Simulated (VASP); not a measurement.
Wanted: the native input for a VASP 6.6.1 run.

- Task: single point
- Functional: LDA
- Potentials or basis: VASP PAW LDA potentials, release 64 (S, Mo_sv)
- Cutoff: 520 eV
- k mesh: 12 × 12 × 1
- Occupations: gaussian, width 0.02 eV
- Spin: no spin polarisation
- Dipole correction: yes
- Further INCAR settings: ALGO = Normal; EDIFF = 1e-06; NBANDS = 49

The structure of MoS2 lies in POSCAR:

```
MoS2
1.0
    3.1509023687      0.0000000000      0.0000000000
   -1.5754511843      2.7287614961      0.0000000000
    0.0000000000      0.0000000000     56.4427220620
S Mo
6 3
Direct
    0.3333333333      0.6666666667      0.3649873716
    0.3333333333      0.6666666667      0.4205181369
    0.6666666667      0.3333333333      0.4722649671
    0.6666666667      0.3333333333      0.5277350329
    0.3333333333      0.6666666667      0.5794818631
    0.3333333333      0.6666666667      0.6350126284
    0.6666666667      0.3333333333      0.3927672632
    0.3333333333      0.6666666667      0.5000000000
    0.6666666667      0.3333333333      0.6072327368
```

One way to write it, as run:

INCAR

```
SYSTEM = MoS2
PREC = Accurate
ENCUT = 520
EDIFF = 1E-6
ISMEAR = 0
SIGMA = 0.02
LREAL = .False.
LASPH = .True.
NELM = 100
ALGO = Normal
ISIF = 2
LWAVE = .False.
LCHARG = .False.
LDIPOL = .True.
IDIPOL = 3
DIPOL = 0.5 0.5 0.500
GGA = CA
NBANDS = 49
```

KPOINTS

```
Automatic mesh
0
Gamma
  12 12 1
  0 0 0
```

Potentials or basis: VASP PAW LDA potentials, release 64 (S, Mo_sv).

Run with:

```console
$ cat potpaw_LDA.64/S/POTCAR potpaw_LDA.64/Mo_sv/POTCAR > POTCAR
$ mpirun -np 1 vasp_std > vasp.out
```

Results of the run:

The largest force is 0.480 eV/Å and the band gap on the k mesh is 0.95 eV, indirect (least direct gap 1.72 eV).

Run time: 19 min on 1 thread of AMD EPYC 7R43 64-Core Processor (Zen 3), with other jobs on the host, peak memory 0.54 GiB.
